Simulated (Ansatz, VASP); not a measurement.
Mo in VASP and in Ansatz

The input INCAR:

```
SYSTEM = Mo
PREC = Accurate
ENCUT = 400
EDIFF = 1E-6
ISMEAR = 1
SIGMA = 0.1
LREAL = .FALSE.
LASPH = .TRUE.
NELM = 120
ALGO = Normal
ISIF = 2
LWAVE = .FALSE.
LCHARG = .FALSE.
LDIPOL = .TRUE.
IDIPOL = 3
DIPOL = 0.5 0.5 0.646
GGA = PE
NBANDS = 51
GGA_COMPAT = .FALSE.
NELMDL = -8
```

Contents of KPOINTS:

```
regular mesh
0
G
  10 10 1
  0 0 0
```

Contents of POSCAR:

```
Mo
1.0
    3.2158941675      0.0000000000      0.0000000000
    0.0000000000      3.2158941675      0.0000000000
    0.0000000000      0.0000000000     28.8685753784
Mo
6
Direct
    0.0000000000      0.0000000000      0.5143365887
    0.5000000000      0.5000000000      0.5638793216
    1.0000000000      0.0000000000      0.6208159500
    0.5000000000      0.5000000000      0.6722489154
    1.0000000000      0.0000000000      0.7298241276
    0.5000000000      0.5000000000      0.7757648919
```

Input for Ansatz:

```yaml
crystal:
  lattice:
    - [3.2158941675, 0.0, 0.0]
    - [0.0, 3.2158941675, 0.0]
    - [0.0, 0.0, 28.8685753784]
  atoms:
    - { symbol: Mo, position: [0.0, 0.0, 0.5143365887] }
    - { symbol: Mo, position: [0.5, 0.5, 0.5638793216] }
    - { symbol: Mo, position: [1.0, 0.0, 0.62081595] }
    - { symbol: Mo, position: [0.5, 0.5, 0.6722489154] }
    - { symbol: Mo, position: [1.0, 0.0, 0.7298241276] }
    - { symbol: Mo, position: [0.5, 0.5, 0.7757648919] }
basis:
  ecutwfc: 420
kpoints:
  mp_grid: { grid: [10, 10, 1] }
hamiltonian:
  xc: pbe
  pseudopotentials: { kind: paw, azcp: { folder: soft_1 } }
scf:
  occupations: { method: methfessel_paxton, width: 0.1 }
  n_extra_bands: 8
  max_iter: 160
output:
  forces: true
  eigenvalues: true
  write_density: true
  write_potential: true
  elf: true
  volumetric_format: npy
efield:
  axis: 3
  dipole_correction: true
```

Alike in both runs: task single point; functional PBE; k mesh 10 × 10 × 1; occupations methfessel-paxton of order 1, width 0.1 eV; no spin polarisation.

|  | VASP | Ansatz |
| --- | --- | --- |
| version | VASP 6.6.1 | Ansatz 0.2.0 |
| potentials or method | VASP PAW PBE potentials, release 64 (Mo_sv), cutoff 400 eV | scalar-relativistic, plane waves, PAW |
| valence electrons in the cell | 84 | 84 |

Ansatz gave:

| Quantity | Value |
| --- | --- |
| gap on the k mesh at the Fermi level (eV) | none |
| rms of the force components (eV/Å) | 0.303 |

Task: Estimate VASP's values.

Result: gap on the k mesh at the Fermi level (eV): none; rms of the force components (eV/Å): 0.297.

Atom by atom the forces differ by 0.012 eV/Å (rms over components). A gap of «none» marks a metal or a gap that the smearing closes. With one functional, cell and mesh, what is left measures potentials, basis and numerics. Ansatz's warnings: xc potential rough in thin density.
